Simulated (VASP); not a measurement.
# Al (P-3m1) in VASP: notebook

Al is run at these levels: PBE; tasks: single point.

Everything below comes from runs of VASP 6.6.1. Logs are shortened: lines on timing, memory, paths and dates and some standing lists are left out, and cuts for length are marked.

**1. The cell of the first run**

It takes space group P-3m1 (No. 164, trigonal). The conventional cell has a = 2.862 Å, b = 2.862 Å, c = 13.723 Å, α = 90.00°, β = 90.00°, γ = 120.00°. Al (site symmetry 3m) has 12 Al at 2.62 to 2.86 Å within 3.5 Å. Al (site symmetry 3m) has 12 Al at 2.86 Å within 3.8 Å. Within 3.8 Å of Al (site symmetry 3m) lie 12 Al at 2.86 Å.

**2. Single point, PBE (the distance across one plane changed)**

Contents of INCAR:

```
SYSTEM = Al
  ALGO = Fast
  EDIFF = 1E-6
  ENCUT = 520
  GGA = PE
  ISIF = 2
  ISMEAR = 0
  LASPH = .TRUE.
  LCHARG = .TRUE.
  LELF = .TRUE.
  LREAL = .FALSE.
  LVHAR = .TRUE.
  LWAVE = .FALSE.
  NBANDS = 18
  NELM = 60
  PREC = Accurate
  SIGMA = 0.15
```

Contents of KPOINTS:

```
k-points
0
G
  19 19 4
  0 0 0
```

Contents of POSCAR:

```
Al
1.0
    2.0239800000     -2.0239800000      0.0000000000
    2.0239800000      0.0000000000     -2.0239800000
    7.9227149192      7.9227149192      7.9227149192
Al
6
Direct
    0.6666666667      0.6666666667      0.0851381218
    0.0000000000      0.0000000000      0.9366896504
    0.3333333333      0.3333333333      0.2554484275
    0.6666666667      0.6666666667      0.5960690390
    0.0000000000      0.0000000000      0.4257587333
    0.3333333333      0.3333333333      0.7663793447
```

Potentials or basis: VASP PAW PBE potentials, release 64 (Al).

Command:

```console
> cat potpaw_PBE.64/Al/POTCAR > POTCAR
> mpirun -np 1 vasp_std > vasp.out
```

OUTCAR:

```text
SYSTEM = Al
   EDIFF = 1E-6
   ENCUT = 520
   GGA = PE
   ISIF = 2
   ISMEAR = 0
   LASPH = .TRUE.
   LREAL = .FALSE.
   NELM = 60
   PREC = Accurate

 ion  position               nearest neighbor table
   1  0.667  0.667  0.085-   2 2.62   2 2.62   2 2.62   3 2.86   3 2.86   3 2.86
   2  0.000  0.000  0.937-   1 2.62   1 2.62   1 2.62   6 2.86   6 2.86   6 2.86
   3  0.333  0.333  0.255-   1 2.86   1 2.86   1 2.86   5 2.86   5 2.86   5 2.86
   4  0.667  0.667  0.596-   6 2.86   6 2.86   5 2.86   5 2.86   5 2.86   6 2.86
   5  0.000  0.000  0.426-   4 2.86   4 2.86   4 2.86   3 2.86   3 2.86   3 2.86
   6  0.333  0.333  0.766-   2 2.86   4 2.86   4 2.86   2 2.86   2 2.86   4 2.86

  LATTYP: Found a hexagonal cell.
 ALAT       =     2.8623399660
 C/A-ratio  =     4.7941701325

  Lattice vectors:

 A1 = (  -2.0239800000,   0.0000000000,   2.0239800000)
 A2 = (   2.0239800000,  -2.0239800000,  -0.0000000000)
 A3 = (   7.9227149192,   7.9227149192,   7.9227149192)

Analysis of symmetry for initial positions (statically):
=====================================================================
 Subroutine PRICEL returns:
 Original cell was already a primitive cell.

 Routine SETGRP: Setting up the symmetry group for a
 hexagonal supercell.

 Subroutine GETGRP returns: Found 12 space group operations
 (whereof  6 operations were pure point group operations)
 out of a pool of 24 trial point group operations.

The static configuration has the point symmetry C_3v.
 The point group associated with its full space group is D_3d.

Analysis of symmetry for dynamics (positions and initial velocities):
=====================================================================
 Subroutine PRICEL returns:
 Original cell was already a primitive cell.

 Routine SETGRP: Setting up the symmetry group for a
 hexagonal supercell.

 Subroutine GETGRP returns: Found 12 space group operations
 (whereof  6 operations were pure point group operations)
 out of a pool of 24 trial point group operations.

The dynamic configuration has the point symmetry C_3v.
 The point group associated with its full space group is D_3d.

 Subroutine INISYM returns: Found 12 space group operations
 (whereof  6 operations are pure point group operations),
 and found     1 'primitive' translations

----------------------------------------------------------------------------------------

                                     Primitive cell
[... 98 lines left out ...]
   NELM   =     60;   NELMIN=  2; NELMDL= -5     # of ELM steps
   EDIFF  = 0.1E-05   stopping-criterion for ELM
   LREAL  =      F    real-space projection
   EDIFFG = 0.1E-04   stopping-criterion for IOM
   NSW    =      0    number of steps for IOM
   IBRION =     -1    ionic relax: 0-MD 1-quasi-New 2-CG
   NFREE  =      0    steps in history (QN), initial steepest desc. (CG)
   ISIF   =      2    stress and relaxation
   ISYM   =      2    0-nonsym 1-usesym 2-fastsym
   POTIM  = 0.5000    time-step for ionic-motion
   TEBEG  =    0.0;   TEEND  =   0.0 temperature during run
   PSTRESS=    0.0 pullay stress
   NELECT =      18.0000    total number of electrons
   NUPDOWN=      -1.0000    fix difference up-down
   EMIN   =  10.00;   EMAX   =-10.00  energy-range for DOS
   EFERMI =   0.00;   METHOD = LEGACY
   ISMEAR =     0;   SIGMA  =   0.15  broadening in eV -4-tet -1-fermi 0-gaus
   EFERMI_NEDOS =   21; number of points for ismear=-14 and -15
   IALGO  =     68    algorithm
   IMIX   =      4    mixing-type and parameters
     AMIX     =   0.40;   BMIX     =  1.00
     AMIX_MAG =   1.60;   BMIX_MAG =  1.00
  volume/ion in A,a.u.               =      16.23       109.51
  Fermi-wavevector in a.u.,A,eV,Ry     =   0.932602  1.762363 11.833624  0.869747
  Thomas-Fermi vector in A             =   2.059217
   LORBIT       =      0    0 simple, 1 ext, 2 COOP (PROOUT), +10 PAW based schemes
   GGA     = PE    functional components
   LHFCALC =     F    Hartree Fock is set to
   AEXX    =    0.0000 exact exchange contribution
   IVDW    =     0    specifies the selected vdW correction
   LEPSILON=     F    determine dielectric tensor
   LRPA    =     F    only Hartree local field effects (RPA)
 non-spin polarized calculation
 RMM-DIIS sequential band-by-band and
 Gauss-broadening in eV      SIGMA  =   0.15
  energy-cutoff  :      520.00
  volume of cell :       97.37
 maximum number of plane-waves:      2656
 NGX is ok and might be reduce to    24
   NGX = 11   NGY = 11   NGZ = 51

 number of electron      18.0000000 magnetization

 Free energy of the ion-electron system (eV)
  ---------------------------------------------------
  ext. energy  EPLUGINS =         0.00000000
  ---------------------------------------------------
  free energy    TOTEN  =       -22.33791346 eV

  energy without entropy =      -22.30931192  energy(sigma->0) =      -22.32361269

 E-fermi :   8.1695     XC(G=0): -10.2527

 val. band max:        8.1666985261   @ k =   0.3684   0.0000   0.5000
 cond. band min:       8.1725179215   @ k =   0.3158   0.3684   0.2500
 fundamental gap:      0.0058193954
 Fermi energy:         8.1695320214

 k-point     1 :       0.0000    0.0000    0.0000
  band No.  band energies     occupation
      1      -3.1619      2.00000
      2      -2.4021      2.00000
      3      -2.1580      2.00000
      4      -0.0621      2.00000
      5       0.1523      2.00000
      6       3.6555      2.00000
[... 481 lines left out ...]
      5       3.4905      2.00000
      6       6.2519      2.00000
[... 10 lines left out ...]
     17      12.6666      0.00000
     18      12.9351      0.00000

 [... further k-points ...]
[... 5 lines left out ...]
  --------------------------------------------------------------------------------------
  -------------------------------------------------------------------------------------
  Total        1.2044464      1.2044464      1.2044464      0.4805165      0.4805165      0.4805165
  in kB       19.8193920     19.8193920     19.8193920      7.9069901      7.9069901      7.9069901
  external PRESSURE =      19.8193920 kB  Pullay stress =       0.0000000 kB

 VOLUME and BASIS-vectors are now :
 -----------------------------------------------------------------------------
  energy-cutoff  :      520.00
  volume of cell :       97.37
      direct lattice vectors                 reciprocal lattice vectors
     2.023980000 -2.023980000  0.000000000     0.164692009 -0.329384019  0.164692009
     2.023980000  0.000000000 -2.023980000     0.164692009  0.164692009 -0.329384019
     7.922714919  7.922714919  7.922714919     0.042073120  0.042073120  0.042073120

 POSITION                                       TOTAL-FORCE (eV/Angst)
 -----------------------------------------------------------------------------------
      3.37317     -0.67479     -0.67479         0.680852      0.680852      0.680852
      7.42113      7.42113      7.42113        -0.680852     -0.680852     -0.680852
      3.37317      1.34919      1.34919        -0.007765     -0.007765     -0.007765
      7.42113      3.37317      3.37317         0.005485      0.005485      0.005485
      3.37317      3.37317      3.37317        -0.005485     -0.005485     -0.005485
      7.42113      5.39715      5.39715         0.007765      0.007765      0.007765
 -----------------------------------------------------------------------------------
    total drift:                                0.000002      0.000002      0.000002

  FREE ENERGIE OF THE ION-ELECTRON SYSTEM (eV)
  ---------------------------------------------------
  free  energy   TOTEN  =       -22.3379134612 eV

  energy  without entropy=      -22.3093119213  energy(sigma->0) =      -22.32361269
```

OSZICAR:

```text
N       E                     dE             d eps       ncg     rms          rms(c)
DAV:   1     0.127909027698E+02    0.12791E+02   -0.61916E+03  5400   0.796E+02
DAV:   2    -0.213004174177E+02   -0.34091E+02   -0.32316E+02  6886   0.104E+02
DAV:   3    -0.225320953277E+02   -0.12317E+01   -0.12080E+01  7268   0.160E+01
DAV:   4    -0.225442515860E+02   -0.12156E-01   -0.12115E-01  6756   0.177E+00
DAV:   5    -0.225443643191E+02   -0.11273E-03   -0.11272E-03  7074   0.196E-01    0.338E+00
RMM:   6    -0.224468163321E+02    0.97548E-01   -0.87862E-02  5937   0.789E-01    0.200E+00
RMM:   7    -0.223857463355E+02    0.61070E-01   -0.17937E-02  5850   0.424E-01    0.141E+00
RMM:   8    -0.223396458849E+02    0.46100E-01   -0.13377E-02  5748   0.542E-01    0.229E-01
RMM:   9    -0.223381619550E+02    0.14839E-02   -0.10671E-03  6345   0.179E-01    0.154E-01
RMM:  10    -0.223379518275E+02    0.21013E-03   -0.38793E-04  6322   0.920E-02    0.277E-02
RMM:  11    -0.223379116952E+02    0.40132E-04   -0.13223E-04  6303   0.529E-02    0.309E-02
RMM:  12    -0.223379152687E+02   -0.35735E-05   -0.21975E-05  6618   0.294E-02    0.935E-03
RMM:  13    -0.223379139956E+02    0.12730E-05   -0.58686E-06  6317   0.138E-02    0.260E-03
RMM:  14    -0.223379134612E+02    0.53445E-06   -0.15327E-06  4364   0.766E-03
   1 F= -.22337913E+02 E0= -.22323613E+02  d E =-.286015E-01
```

stdout:

```text
POSCAR found type information on POSCAR Al
 POSCAR found :  1 types and       6 ions
 scaLAPACK will be used
 LDA part: xc-table for (Slater+PW92), standard interpolation
 POSCAR, INCAR and KPOINTS ok, starting setup
 FFT: planning ... GRIDC
 FFT: planning ... GRID_SOFT
 FFT: planning ... GRID
 WAVECAR not read
 entering main loop
```

It took 4.5 min on 1 thread of Intel Xeon Platinum 8488C (Sapphire Rapids), shared host; peak memory 0.35 GiB.

What came out:

- Free energy: -22.3379 eV
- Pressure: 2.0 GPa
- Largest force: 1.179 eV/Å
- Band gap on the k mesh: zero (bands 9 and 10 overlap by 6.04 eV)

Forces on the atoms (eV/Å):
```
Al   0.681  0.681  0.681
Al  -0.681 -0.681 -0.681
Al  -0.008 -0.008 -0.008
Al   0.005  0.005  0.005
Al  -0.005 -0.005 -0.005
Al   0.008  0.008  0.008
```

Stress tensor (GPa, compression positive):
```
1.98 0.79 0.79
0.79 1.98 0.79
0.79 0.79 1.98
```

Caveat: the cell differs from its parent crystal (the distance across one plane changed); forces of over 1 eV/Å act on the atoms, so gaps and moduli don't describe the material at rest.

**3. Single point, PBE (the distance across one plane changed)**

Contents of INCAR:

```
SYSTEM = Al
  PREC = Accurate
  ENCUT = 520
  EDIFF = 1E-6
  ISMEAR = 0
  SIGMA = 0.15
  LREAL = .False.
  LASPH = .True.
  NELM = 100
  ALGO = Fast
  ISIF = 2
  LWAVE = .False.
  LCHARG = .True.
  GGA = PE
  LELF = .True.
  LVHAR = .True.
  NBANDS = 18
```

Contents of KPOINTS:

```
regular mesh
0
Gamma
  19 19 4
  0 0 0
```

Contents of POSCAR:

```
Al
1.0
    2.0239800000     -2.0239800000      0.0000000000
    2.0239800000      0.0000000000     -2.0239800000
    8.3845951346      8.3845951346      8.3845951346
Al
6
Direct
    0.6666666667      0.6666666667      0.0804481382
    0.0000000000      0.0000000000      0.8850904485
    0.3333333333      0.3333333333      0.2413766002
    0.6666666667      0.6666666667      0.5632335244
    0.0000000000      0.0000000000      0.4023050623
    0.3333333333      0.3333333333      0.7241619864
```

Potentials or basis: VASP PAW PBE potentials, release 64 (Al).

Command:

```console
> cat potpaw_PBE.64/Al/POTCAR > POTCAR
> mpirun -np 1 vasp_std > vasp.out
```

OUTCAR:

```text
SYSTEM = Al
   PREC = Accurate
   ENCUT = 520
   EDIFF = 1E-6
   ISMEAR = 0
   LREAL = .False.
   LASPH = .True.
   NELM = 100
   ISIF = 2
   GGA = PE

 ion  position               nearest neighbor table
   1  0.667  0.667  0.080-   3 2.86   3 2.86   3 2.86   2 3.28   2 3.28   2 3.28
   2  0.000  0.000  0.885-   6 2.86   6 2.86   6 2.86   1 3.28   1 3.28   1 3.28
   3  0.333  0.333  0.241-   1 2.86   1 2.86   1 2.86   5 2.86   5 2.86   5 2.86
   4  0.667  0.667  0.563-   6 2.86   6 2.86   6 2.86   5 2.86   5 2.86   5 2.86
   5  0.000  0.000  0.402-   4 2.86   3 2.86   4 2.86   4 2.86   3 2.86   3 2.86
   6  0.333  0.333  0.724-   4 2.86   4 2.86   4 2.86   2 2.86   2 2.86   2 2.86

  LATTYP: Found a hexagonal cell.
 ALAT       =     2.8623399660
 C/A-ratio  =     5.0736617406

  Lattice vectors:

 A1 = (  -2.0239800000,   0.0000000000,   2.0239800000)
 A2 = (   2.0239800000,  -2.0239800000,  -0.0000000000)
 A3 = (   8.3845951346,   8.3845951346,   8.3845951346)

Analysis of symmetry for initial positions (statically):
=====================================================================
 Subroutine PRICEL returns:
 Original cell was already a primitive cell.

 Routine SETGRP: Setting up the symmetry group for a
 hexagonal supercell.

 Subroutine GETGRP returns: Found 12 space group operations
 (whereof  6 operations were pure point group operations)
 out of a pool of 24 trial point group operations.

The static configuration has the point symmetry C_3v.
 The point group associated with its full space group is D_3d.

Analysis of symmetry for dynamics (positions and initial velocities):
=====================================================================
 Subroutine PRICEL returns:
 Original cell was already a primitive cell.

 Routine SETGRP: Setting up the symmetry group for a
 hexagonal supercell.

 Subroutine GETGRP returns: Found 12 space group operations
 (whereof  6 operations were pure point group operations)
[... 130 lines left out ...]
     AMIX     =   0.40;   BMIX     =  1.00
     AMIX_MAG =   1.60;   BMIX_MAG =  1.00
  volume/ion in A,a.u.               =      17.17       115.89
  Fermi-wavevector in a.u.,A,eV,Ry     =   0.915153  1.729389 11.394949  0.837505
  Thomas-Fermi vector in A             =   2.039862
   LORBIT       =      0    0 simple, 1 ext, 2 COOP (PROOUT), +10 PAW based schemes
   GGA     = PE    functional components
   LHFCALC =     F    Hartree Fock is set to
   AEXX    =    0.0000 exact exchange contribution
   IVDW    =     0    specifies the selected vdW correction
   LEPSILON=     F    determine dielectric tensor
   LRPA    =     F    only Hartree local field effects (RPA)
 non-spin polarized calculation
 RMM-DIIS sequential band-by-band and
 Gauss-broadening in eV      SIGMA  =   0.15
  energy-cutoff  :      520.00
  volume of cell :      103.04
 maximum number of plane-waves:      2814
 NGX is ok and might be reduce to    24
   NGX = 11   NGY = 11   NGZ = 55

 number of electron      18.0000000 magnetization

 Free energy of the ion-electron system (eV)
  ---------------------------------------------------
  ext. energy  EPLUGINS =         0.00000000
  ---------------------------------------------------
  free energy    TOTEN  =       -22.30543161 eV

  energy without entropy =      -22.27552472  energy(sigma->0) =      -22.29047817

 E-fermi :   7.5795     XC(G=0): -10.0406

 val. band max:        7.5764133545   @ k =   0.4737   0.1579   0.5000
 cond. band min:       7.5850576118   @ k =  -0.4211   0.1579   0.5000
 fundamental gap:      0.0086442572
 Fermi energy:         7.5795073945

 k-point     1 :       0.0000    0.0000    0.0000
  band No.  band energies     occupation
      1      -3.4068      2.00000
      2      -2.8169      2.00000
      3      -2.3936      2.00000
      4      -0.6957      2.00000
      5      -0.2416      2.00000
      6       2.8421      2.00000
[... 481 lines left out ...]
      5       3.1148      2.00000
      6       5.8183      2.00000
[... 10 lines left out ...]
     17      11.8005      0.00000
     18      12.3010      0.00000

 [... further k-points ...]
[... 5 lines left out ...]
  --------------------------------------------------------------------------------------
  -------------------------------------------------------------------------------------
  Total       -1.1805667     -1.1805667     -1.1805667     -0.1229361     -0.1229361     -0.1229361
  in kB      -18.3563083    -18.3563083    -18.3563083     -1.9114996     -1.9114996     -1.9114996
  external PRESSURE =     -18.3563083 kB  Pullay stress =       0.0000000 kB

 VOLUME and BASIS-vectors are now :
 -----------------------------------------------------------------------------
  energy-cutoff  :      520.00
  volume of cell :      103.04
      direct lattice vectors                 reciprocal lattice vectors
     2.023980000 -2.023980000  0.000000000     0.164692009 -0.329384019  0.164692009
     2.023980000  0.000000000 -2.023980000     0.164692009  0.164692009 -0.329384019
     8.384595135  8.384595135  8.384595135     0.039755448  0.039755448  0.039755448

 POSITION                                       TOTAL-FORCE (eV/Angst)
 -----------------------------------------------------------------------------------
      3.37317     -0.67479     -0.67479        -0.301427     -0.301427     -0.301427
      7.42113      7.42113      7.42113         0.301427      0.301427      0.301427
      3.37317      1.34919      1.34919         0.017137      0.017137      0.017137
      7.42113      3.37317      3.37317        -0.006578     -0.006578     -0.006578
      3.37317      3.37317      3.37317         0.006578      0.006578      0.006578
      7.42113      5.39715      5.39715        -0.017137     -0.017137     -0.017137
 -----------------------------------------------------------------------------------
    total drift:                               -0.000007     -0.000007     -0.000007

  FREE ENERGIE OF THE ION-ELECTRON SYSTEM (eV)
  ---------------------------------------------------
  free  energy   TOTEN  =       -22.3054316077 eV

  energy  without entropy=      -22.2755247223  energy(sigma->0) =      -22.29047817
```

It took 5.5 min on 1 thread of Intel Xeon Platinum 8488C (Sapphire Rapids), shared host; peak memory 0.36 GiB.

What came out:

* Free energy: -22.3054 eV
* Pressure: -1.8 GPa
* Largest force: 0.522 eV/Å
* Band gap on the k mesh: zero (bands 9 and 10 overlap by 4.84 eV)

Forces on the atoms (eV/Å):
```
Al  -0.301 -0.301 -0.301
Al   0.301  0.301  0.301
Al   0.017  0.017  0.017
Al  -0.007 -0.007 -0.007
Al   0.007  0.007  0.007
Al  -0.017 -0.017 -0.017
```

Stress tensor (GPa, compression positive):
```
-1.84 -0.19 -0.19
-0.19 -1.84 -0.19
-0.19 -0.19 -1.84
```

Caveat: the cell differs from its parent crystal (the distance across one plane changed).

**4. Single point, PBE (the distance across one plane changed)**

Contents of INCAR:

```
PREC = Accurate
ENCUT = 520
EDIFF = 1E-7
ISMEAR = 0
SIGMA = 0.15
LREAL = F
LASPH = T
NELM = 60
ALGO = Fast
ISIF = 2
LWAVE = F
LCHARG = F
GGA = PE
NBANDS = 18
```

Contents of KPOINTS:

```
Automatic mesh
0
Gamma
  19 19 4
```

Contents of POSCAR:

```
Al
1.0
    2.0239800000     -2.0239800000      0.0000000000
    2.0239800000      0.0000000000     -2.0239800000
    8.5289327019      8.5289327019      8.5289327019
Al
6
Direct
    0.6666666667      0.6666666667      0.0790866913
    0.0000000000      0.0000000000      0.8701118097
    0.3333333333      0.3333333333      0.2372917150
    0.6666666667      0.6666666667      0.5537017623
    0.0000000000      0.0000000000      0.3954967387
    0.3333333333      0.3333333333      0.7119067860
```

Command:

```console
> cat potpaw_PBE.64/Al/POTCAR > POTCAR
> mpirun -np 1 vasp_std > vasp.out
```

Wall time 6.3 min (1 thread of Intel Xeon Platinum 8488C (Sapphire Rapids), shared host); peak memory 0.37 GiB.

It converged, with:

```yaml
Free_energy: -22.1820 eV
Pressure: -2.0 GPa
Largest_force: 0.504 eV/Å
Band_gap_on_the_k_mesh: zero (bands 9 and 10 overlap by 4.57 eV)
```

Forces in eV/Å, atoms in the order of the input:
```
Al  -0.291 -0.291 -0.291
Al   0.291  0.291  0.291
Al   0.019  0.019  0.019
Al  -0.005 -0.005 -0.005
Al   0.005  0.005  0.005
Al  -0.019 -0.019 -0.019
```

Stress tensor (GPa, compression positive):
```
-1.99 -0.05 -0.05
-0.05 -1.99 -0.05
-0.05 -0.05 -1.99
```

Levels at points of the mesh, in eV from the Fermi level:
| k point | band 5 | band 6 | band 7 | band 8 | band 9 | band 10 | band 11 | band 12 |
| --- | --- | --- | --- | --- | --- | --- | --- | --- |
| (0.00, 0.00, 0.00) | -7.65 | -4.87 | -4.45 | -0.40 | 0.08 | 5.26 | 5.57 | 10.85 |
| (0.00, 0.00, 0.50) | -6.79 | -6.14 | -2.85 | -2.28 | 2.31 | 2.70 | 8.42 | 8.61 |

Caveat: the cell differs from its parent crystal (the distance across one plane changed).

[end of part 1 of 2]

The gap in the log of VASP goes by the Fermi energy; the results here count the filled bands.